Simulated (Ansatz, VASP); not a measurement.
## One calculation of CsPbCl3, two programs

File INCAR:

```
SYSTEM = CsPbCl3
PREC     = Accurate       ! precision mode
ENCUT    = 520            ! plane-wave cutoff, eV
EDIFF    = 1E-7           ! SCF threshold, eV
ISMEAR   = 0              ! smearing method
SIGMA    = 0.05           ! smearing width, eV
LREAL    = .FALSE.        ! projectors in reciprocal space
LASPH    = .TRUE.         ! aspherical terms in the spheres
NELM     = 80             ! most SCF steps
ALGO     = Normal         ! electronic algorithm
ISIF     = 2              ! what is computed and relaxed
LWAVE    = .FALSE.        ! write WAVECAR
LCHARG   = .TRUE.         ! write CHGCAR
GGA      = PS             ! functional
LELF     = .TRUE.         ! ELF
LVHAR    = .TRUE.       
NBANDS   = 30             ! bands
```

KPOINTS

```
regular mesh
0
G
  6 6 6
  0 0 0
```

The input POSCAR:

```
CsPbCl3
1.0
    5.7629697657      0.0000000000      0.0000000000
    0.0000000000      5.7629697657      0.0000000000
    0.0000000000      0.0000000000      5.3019321845
Cs Pb Cl
1 1 3
Direct
    0.0000000000      0.0000000000      0.0000000000
    0.5000000000      0.5000000000      0.5000000000
    0.0000000000      0.5000000000      0.5000000000
    0.5000000000      0.0000000000      0.5000000000
    0.5000000000      0.5000000000      0.0000000000
```

Input for Ansatz:

```yaml
crystal:
  lattice:
    - [5.7629697657, 0.0, 0.0]
    - [0.0, 5.7629697657, 0.0]
    - [0.0, 0.0, 5.3019321845]
  atoms:
    - { symbol: Cs, position: [0.0, 0.0, 0.0] }
    - { symbol: Pb, position: [0.5, 0.5, 0.5] }
    - { symbol: Cl, position: [0.0, 0.5, 0.5] }
    - { symbol: Cl, position: [0.5, 0.0, 0.5] }
    - { symbol: Cl, position: [0.5, 0.5, 0.0] }
basis:
  ecutwfc: 420
kpoints:
  mp_grid: { grid: [6, 6, 6] }
hamiltonian:
  xc: pbesol
scf:
  occupations: { method: gaussian, width: 0.05 }
output:
  forces: true
  stress: true
  eigenvalues: true
```

Alike in both runs: task single point; functional PBEsol; k mesh 6 × 6 × 6; occupations gaussian, width 0.05 eV; no spin polarisation.

|  | VASP | Ansatz |
| --- | --- | --- |
| version | VASP 6.6.1 | Ansatz 0.2.0 |
| potentials or method | VASP PAW PBE potentials, release 64 (Cs_sv, Pb_d, Cl), cutoff 520 eV | scalar-relativistic, plane waves, PAW |
| valence electrons in the cell | 44 | 44 |

```tsv
	VASP	Ansatz	Ansatz less VASP
gap on the k mesh at the Fermi level (eV)	1.49	1.48	-0.005
least direct gap on the mesh (eV)	1.49	1.48	-0.005
pressure (GPa)	0.6	0.6	+0.03
traceless stress, the component that is largest in VASP (GPa)	3.41	3.40	-0.005
```

VASP's potentials were made for PBE, not for PBEsol. The functional is the same, so the differences come from potentials, cutoffs and numerics.

Neither program's run includes spin-orbit coupling.
